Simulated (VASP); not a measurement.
Wanted: the native input for a VASP 6.6.1 run.

- Task: single point
- Functional: PBE
- Potentials or basis: VASP PAW PBE potentials, release 64 (Fe)
- Cutoff: 520 eV
- k mesh: 9 × 9 × 9
- Occupations: methfessel-paxton, width 0.05 eV
- Spin: collinear spin, ferromagnetic start
- Starting moments: [3.5] μB
- Dipole correction: no
- Further INCAR settings: ALGO = Normal; EDIFF = 1e-06; NBANDS = 14

The structure of Fe lies in POSCAR:

```
Fe
1.0
    2.3708278748      0.0000000000      0.0000000000
    0.0000000000      2.3708278748      0.0000000000
    0.0000000000      0.0000000000      2.3708278748
Fe
1
Direct
    0.0000000000      0.0000000000      0.0000000000
```

One way to write it, as run:

INCAR

```
PREC = Accurate ; ENCUT = 520
EDIFF = 1E-6 ; ISMEAR = 1
SIGMA = 0.05 ; LREAL = False
LASPH = True ; NELM = 150
ALGO = Normal ; ISIF = 2
LWAVE = False ; LCHARG = True
ISPIN = 2 ; MAGMOM = 3.5
LORBIT = 11 ; LMAXMIX = 4
GGA = PE ; LELF = True
LVHAR = True ; NBANDS = 14
```

KPOINTS

```
regular mesh
0
Gamma
  9 9 9
```

Potentials or basis: VASP PAW PBE potentials, release 64 (Fe).

Launch:

```bash
$ cat potpaw_PBE.64/Fe/POTCAR > POTCAR
$ mpirun -np 1 vasp_std > vasp.out
```

Results of the run:

The pressure is -0.5 GPa and the net moment is 2.43 μB per cell. The site moments are Fe +2.42 μB and the valence electrons inside the program's atomic spheres are Fe 7.17.

It took 5.1 s on 1 thread of AMD EPYC 9R45 96-Core Processor (Zen 5), with other jobs on the host, peak memory 0.1 GiB.
